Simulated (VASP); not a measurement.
# Cr (Fmmm) in VASP: single point with BLYP

Aim: the single point of Cr with BLYP.

Program: VASP 6.6.1. These are calculated values, not measurements. Logs are shortened: lines on timing, memory, paths and dates and some standing lists are left out, and cuts for length are marked.

### Step 1. The cell of the first run

The structure is orthorhombic, space group Fmmm (No. 69). The conventional cell has a = 2.878 Å, b = 4.052 Å, c = 4.096 Å, α = 90.00°, β = 90.00°, γ = 90.00°. Within 3.3 Å of Cr (site symmetry mmm) lie 14 Cr at 2.49 to 2.88 Å.

### Step 2. Single point, BLYP, collinear spin, ferromagnetic start

File INCAR:

```
AGGAC = 1.0 ; AGGAX = 1.0
ALDAC = 0.0 ; ALDAX = 1.0
ALGO = Normal ; EDIFF = 1E-7
ENCUT = 520 ; GGA = B5
ISIF = 2 ; ISMEAR = -1
ISPIN = 2 ; LASPH = T
LCHARG = F ; LMAXMIX = 4
LORBIT = 11 ; LREAL = F
LWAVE = F ; MAGMOM = 3 3
NBANDS = 23 ; NELM = 150
PREC = Accurate ; SIGMA = 0.05
```

File KPOINTS:

```
k-points
0
Gamma
  8 8 5
```

File POSCAR:

```
Cr
1.0
   -1.5987372117      1.5987406369      1.0732463883
    1.7709616315     -1.7709676710      1.4176978422
    2.8653041613      2.8653136260     -0.0000026143
Cr
2
Direct
    0.2500014970     -0.0000003951      1.0000000080
    0.2499985030      0.5000003951      0.4999999920
```

Potentials or basis: VASP PAW PBE potentials, release 64 (Cr_pv).

On the command line:

```bash
$ cat potpaw_PBE.64/Cr_pv/POTCAR > POTCAR
$ mpirun -np 1 vasp_std > vasp.out
```

OUTCAR:

```text
EDIFF = 1E-7
   ENCUT = 520
   GGA = B5
   ISIF = 2
   ISMEAR = -1
   ISPIN = 2
   LASPH = T
   LORBIT = 11
   LREAL = F
   NELM = 150
   PREC = Accurate

 ion  position               nearest neighbor table
   1  0.250  1.000  0.000-   2 2.49   2 2.49   2 2.49   2 2.49   2 2.88   2 2.88   2 2.88   2 2.88

   2  0.250  0.500  0.500-   1 2.49   1 2.49   1 2.49   1 2.49   1 2.88   1 2.88   1 2.88   1 2.88

  LATTYP: Found a simple monoclinic cell.
 ALAT       =     2.5027565016
 B/A-ratio  =     1.6190782824
 C/A-ratio  =     1.0000268568
 COS(beta)  =    -0.3388766080

  Lattice vectors:

 A1 = (  -1.5987372117,   1.5987406369,   1.0732463883)
 A2 = (   2.8653041613,   2.8653136260,  -0.0000026143)
 A3 = (  -0.1722244198,   0.1722270341,  -2.4909442305)

Analysis of symmetry for initial positions (statically):
=====================================================================
 Subroutine PRICEL returns following result:

  LATTYP: Found a base centered monoclinic cell.
 ALAT       =     2.8779376197
 B/A-ratio  =     1.4080078282
 C/A-ratio  =     0.8696354238
 COS(beta)  =    -0.5749293151

  Lattice vectors:
[... 7 lines left out ...]
 Routine SETGRP: Setting up the symmetry group for a
 simple monoclinic supercell.

 Subroutine GETGRP returns: Found  4 space group operations
 (whereof  2 operations were pure point group operations)
 out of a pool of  4 trial point group operations.

The static configuration has the point symmetry C_1h.
 The point group associated with its full space group is C_2h.

Analysis of symmetry for dynamics (positions and initial velocities):
=====================================================================
 Subroutine PRICEL returns following result:

  LATTYP: Found a base centered monoclinic cell.
 ALAT       =     2.8779376197
 B/A-ratio  =     1.4080078282
 C/A-ratio  =     0.8696354238
 COS(beta)  =    -0.5749293151

  Lattice vectors:
[... 7 lines left out ...]
 Routine SETGRP: Setting up the symmetry group for a
 simple monoclinic supercell.

 Subroutine GETGRP returns: Found  4 space group operations
 (whereof  2 operations were pure point group operations)
 out of a pool of  4 trial point group operations.

The dynamic configuration has the point symmetry C_1h.
 The point group associated with its full space group is C_2h.

Analysis of structural, dynamic, and magnetic symmetry:
=====================================================================
 Subroutine PRICEL returns following result:

  LATTYP: Found a base centered monoclinic cell.
 ALAT       =     2.8779376197
 B/A-ratio  =     1.4080078282
 C/A-ratio  =     0.8696354238
 COS(beta)  =    -0.5749293151

  Lattice vectors:
[... 7 lines left out ...]
 Routine SETGRP: Setting up the symmetry group for a
 simple monoclinic supercell.

 Subroutine GETGRP returns: Found  4 space group operations
 (whereof  2 operations were pure point group operations)
 out of a pool of  4 trial point group operations.

The overall configuration has the point symmetry C_1h.
 The point group associated with its full space group is C_2h.

 Subroutine INISYM returns: Found  4 space group operations
 (whereof  2 operations are pure point group operations),
 and found     2 'primitive' translations

----------------------------------------------------------------------------------------

                                     Primitive cell

  volume of cell :      11.9404

  direct lattice vectors                    reciprocal lattice vectors
    -0.547169911 -2.318142094  0.708851349    -0.045728543 -0.303273193  0.383646533
     2.318134250  0.547171532  0.708848734     0.303274452  0.045728835  0.383646858
    -1.598737212  1.598740637  1.073246388    -0.170101641  0.170101467  0.424976085

  length of vectors
     2.485085092  2.485077386  2.502756502     0.491172466  0.491173524  0.488337742

  position of ions in fractional coordinates (direct lattice)
     0.999997985  0.999998065  0.250001497

  ion indices of the primitive-cell ions
   primitive index   ion index
                 1           1

----------------------------------------------------------------------------------------

 KPOINTS: k-points

Automatic generation of k-mesh.
 Grid dimensions read from file:
 generate k-points for:    8    8    5

 Generating k-lattice:

  Cartesian coordinates                     Fractional coordinates (reciprocal lattice)
    -0.021262705  0.021262683  0.053122011     0.125000000  0.000000000 -0.000000000
     0.016096645 -0.016096548  0.047955913    -0.000000000  0.125000000 -0.000000000
     0.034900299  0.034900204  0.000000030     0.000000000  0.000000000  0.200000000

  Length of vectors
     0.061042218  0.053084559  0.049356409

  Shift w.r.t. Gamma in fractional coordinates (k-lattice)
     0.000000000  0.000000000  0.000000000

 Subroutine IBZKPT returns following result:
 ===========================================

 Found    102 irreducible k-points:

 Following reciprocal coordinates:
            Coordinates               Weight
  0.000000  0.000000  0.000000      1.000000
  0.125000 -0.000000 -0.000000      2.000000
  0.250000 -0.000000 -0.000000      2.000000
  0.375000  0.000000  0.000000      2.000000
  0.500000 -0.000000 -0.000000      1.000000
  0.000000  0.125000  0.000000      2.000000
[... 16 lines left out ...]
  0.125000  0.375000  0.000000      2.000000
  0.250000  0.375000  0.000000      2.000000
 [... further k-points ...]
   k-points           NKPTS =    102   k-points in BZ     NKDIM =    102   number of bands    NBANDS=     23
   number of dos      NEDOS =    301   number of ions     NIONS =      2
   total plane-waves  NPLWV =  14400
   dimension x,y,z NGX =    20 NGY =   24 NGZ =   30
   dimension x,y,z NGXF=    40 NGYF=   48 NGZF=   60
   ions per type =               2
   NGX,Y,Z   is equivalent  to a cutoff of  13.29, 13.86, 12.31 a.u.
   NGXF,Y,Z  is equivalent  to a cutoff of  26.57, 27.73, 24.62 a.u.
 SYSTEM =  unknown system
   PREC   = accura    normal or accurate (medium, high low for compatibility)
   ISTART =      0    job   : 0-new  1-cont  2-samecut
   ICHARG =      2    charge: 1-file 2-atom 10-const
   ISPIN  =      2    spin polarized calculation?
   LNONCOLLINEAR =      F non collinear calculations
   LSORBIT =      F    spin-orbit coupling
   LASPH  =      T    aspherical Exc in radial PAW
   ENCUT  =  520.0 eV  38.22 Ry    6.18 a.u.   4.65  5.35  7.53*2*pi/ulx,y,z
   NELM   =    150;   NELMIN=  2; NELMDL= -5     # of ELM steps
   EDIFF  = 0.1E-06   stopping-criterion for ELM
   LREAL  =      F    real-space projection
   EDIFFG = 0.1E-05   stopping-criterion for IOM
   NSW    =      0    number of steps for IOM
   IBRION =     -1    ionic relax: 0-MD 1-quasi-New 2-CG
   NFREE  =      0    steps in history (QN), initial steepest desc. (CG)
   ISIF   =      2    stress and relaxation
   ISYM   =      2    0-nonsym 1-usesym 2-fastsym
   POTIM  = 0.5000    time-step for ionic-motion
   TEBEG  =    0.0;   TEEND  =   0.0 temperature during run
   PSTRESS=    0.0 pullay stress
   NELECT =      24.0000    total number of electrons
   NUPDOWN=      -1.0000    fix difference up-down
   EMIN   =  10.00;   EMAX   =-10.00  energy-range for DOS
   EFERMI =   0.00;   METHOD = LEGACY
   ISMEAR =    -1;   SIGMA  =   0.05  broadening in eV -4-tet -1-fermi 0-gaus
   EFERMI_NEDOS =   21; number of points for ismear=-14 and -15
   IALGO  =     38    algorithm
   IMIX   =      4    mixing-type and parameters
     AMIX     =   0.40;   BMIX     =  1.00
     AMIX_MAG =   1.60;   BMIX_MAG =  1.00
  volume/ion in A,a.u.               =      11.94        80.58
  Fermi-wavevector in a.u.,A,eV,Ry     =   1.639820  3.098811 36.586217  2.689011
  Thomas-Fermi vector in A             =   2.730562
   LORBIT       =     11    0 simple, 1 ext, 2 COOP (PROOUT), +10 PAW based schemes
   GGA     = B5    functional components
   LHFCALC =     F    Hartree Fock is set to
   AEXX    =    0.0000 exact exchange contribution
   IVDW    =     0    specifies the selected vdW correction
   LEPSILON=     F    determine dielectric tensor
   LRPA    =     F    only Hartree local field effects (RPA)
 spin polarized calculation
  energy-cutoff  :      520.00
  volume of cell :       23.88
 maximum number of plane-waves:       657
   NGX =  9   NGY = 11   NGZ = 15

 number of electron      23.9999993 magnetization       0.0000219

 number of electron      23.9999993 magnetization      -0.0000042

 Free energy of the ion-electron system (eV)
  ---------------------------------------------------
  ext. energy  EPLUGINS =         0.00000000
  ---------------------------------------------------
  free energy    TOTEN  =       -16.64032682 eV

  energy without entropy =      -16.62912352  energy(sigma->0) =      -16.63472517

 E-fermi :  10.9251     XC(G=0): -12.9148

 val. band max:       10.8997444983   @ k =   0.3750   0.1250  -0.0000
 cond. band min:      10.9401995824   @ k =   0.2500   0.5000   0.2000
 fundamental gap:      0.0404550841
 Fermi energy:        10.9251390103

 spin component 1

 k-point     1 :       0.0000    0.0000    0.0000
  band No.  band energies     occupation
      1     -32.5141      1.00000
      2     -31.9410      1.00000
      3     -31.6645      1.00000
      4     -31.6636      1.00000
      5     -31.6604      1.00000
      6     -31.6590      1.00000
[... 613 lines left out ...]
     22      23.5844      0.00000
     23      24.6078      0.00000

 [... further k-points ...]

 spin component 2

 k-point     1 :       0.0000    0.0000    0.0000
  band No.  band energies     occupation
      1     -32.5141      1.00000
      2     -31.9410      1.00000
      3     -31.6645      1.00000
      4     -31.6636      1.00000
      5     -31.6604      1.00000
      6     -31.6590      1.00000
[... 613 lines left out ...]
     22      23.5844      0.00000
     23      24.6078      0.00000

 [... further k-points ...]

------------------------ aborting loop because EDIFF is reached ----------------------------------------

  FORCE on cell =-STRESS in cart. coord.  units (eV):
  Direction    XX          YY          ZZ          XY          YZ          ZX
  --------------------------------------------------------------------------------------
  -------------------------------------------------------------------------------------
  Total       -0.0267363     -0.0267365     -0.0357278     -0.0012971     -0.0056043      0.0055953
  in kB       -1.7937658     -1.7937760     -2.3970100     -0.0870264     -0.3759964      0.3753958
  external PRESSURE =      -1.9948506 kB  Pullay stress =       0.0000000 kB

 VOLUME and BASIS-vectors are now :
 -----------------------------------------------------------------------------
  energy-cutoff  :      520.00
  volume of cell :       23.88
      direct lattice vectors                 reciprocal lattice vectors
    -1.598737212  1.598740637  1.073246388    -0.170101641  0.170101467  0.424976085
     1.770961632 -1.770967671  1.417697842     0.128773158 -0.128772383  0.383647301
     2.865304161  2.865313626 -0.000002614     0.174501493  0.174501018  0.000000150

 POSITION                                       TOTAL-FORCE (eV/Angst)
 -----------------------------------------------------------------------------------
      1.37127     -1.37128      1.68601        -0.000000      0.000000      0.000000
      1.91845      0.94686      0.97716         0.000000     -0.000000     -0.000000
 -----------------------------------------------------------------------------------
    total drift:                               -0.003642      0.003668      0.001251

  FREE ENERGIE OF THE ION-ELECTRON SYSTEM (eV)
  ---------------------------------------------------
  free  energy   TOTEN  =       -16.6403268193 eV

  energy  without entropy=      -16.6291235233  energy(sigma->0) =      -16.63472517

 total charge

# of ion       s       p       d       tot
------------------------------------------
    1        0.397   6.378   4.228  11.003
    2        0.397   6.378   4.228  11.003
--------------------------------------------------
tot          0.793  12.756   8.456  22.006

 magnetization (x)

# of ion       s       p       d       tot
------------------------------------------
    1       -0.000  -0.000   0.000  -0.000
    2       -0.000  -0.000   0.000  -0.000
--------------------------------------------------
tot         -0.000  -0.000   0.000  -0.000
```

Run time: 2 min. Hardware: 1 thread of Intel Xeon 8259CL, shared host; peak memory 0.2 GiB.

Results:

```
Free energy                                           : -16.6403 eV
Pressure                                              : -0.2 GPa
Band gap on the k mesh                                : zero (filled and empty bands overlap)
Net moment                                            : 0.00 μB per cell
Valence electrons inside the program's atomic spheres : Cr 11.00
```

Caveat: an empty level that is flat over the whole mesh can mark a ghost state of the potentials, or a narrow d or f band; the PAW data sets were made with another functional, which shifts forces and pressure a little.
